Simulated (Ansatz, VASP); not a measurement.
## Te: VASP beside Ansatz

```
Te
1.0
     2.35113    1.35743    1.72412
    -2.35113    1.35743    1.72412
     0.00000   -2.71485    1.72412
Te
1
Direct
  0.50000 0.50000 0.50000
```

Alike in both runs: task single point; functional LDA; k mesh 9 × 9 × 9; occupations fermi-dirac, width 0.05 eV; no spin polarisation.

|  | VASP | Ansatz |
| --- | --- | --- |
| version | VASP 6.6.1 | Ansatz 0.2.0 |
| potentials or method | VASP PAW LDA potentials, release 64 (Te) | Ansatz PAW |
| plane-wave cutoff (eV) | 520 | 420 |
| valence electrons in the cell | 6 | 16 |

|  | VASP | Ansatz | Ansatz less VASP |
| --- | --- | --- | --- |
| gap on the k mesh at the Fermi level (eV) | none | none | - |
| pressure (GPa) | -3.9 | -3.9 | -0.03 |
| traceless stress, the component that is largest in VASP (GPa) | 0.71 | 0.73 | +0.024 |

LDA's correlation is that of Perdew and Zunger in VASP and of Perdew and Wang (1992) in Ansatz. A gap of «none» marks a metal or a gap that the smearing closes. VASP's potentials hold 6 valence electrons a cell and Ansatz's 16, so a difference there can come from the potentials and not from the codes.

Spin-orbit coupling is off throughout.
